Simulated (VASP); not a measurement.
Runs of VASP 6.6.1 on AgRh. It takes space group P-6m2 (No. 187, hexagonal). The conventional cell has a = 2.778 Å, b = 2.778 Å, c = 4.809 Å, α = 90.00°, β = 90.00°, γ = 120.00°. Ag (site symmetry -6m2) has 6 Ag at 2.78 Å and 6 Rh at 2.89 Å within 3.7 Å. Rh (site symmetry -6m2) has 6 Rh at 2.78 Å and 6 Ag at 2.89 Å within 3.7 Å. 

| spin | fixed moment (μB) | pressure (GPa) | moment (μB) |
| --- | --- | --- | --- |
| collinear, ferromagnetic start | 0.23 | -2.4 | 0.23 |
| collinear, ferromagnetic start | 0.55 | (a) | 0.55 |
| collinear, ferromagnetic start | 0.39 | -2.2 | 0.39 |
| collinear, ferromagnetic start | 0.32 | -2.3 | 0.32 |
| collinear, ferromagnetic start | 0.51 | -2.1 | 0.51 |
| collinear, ferromagnetic start | 0.11 | -2.4 | 0.11 |
| off | - | -2.4 | - |
| collinear, zero start | 0.0 | -2.4 | 0.00 |

Alike in all rows: task single point; level PBE; potentials or basis VASP PAW PBE potentials, release 64 (Ag, Rh_pv); cell as given; k mesh 14 × 14 × 7; cutoff (eV) 520; smearing fermi-dirac 0.05 eV.

Task: Fill in the values left out.

Result: (a) -2.0.

Caveats: the total moment is fixed, so each spin has its own Fermi level (some runs).
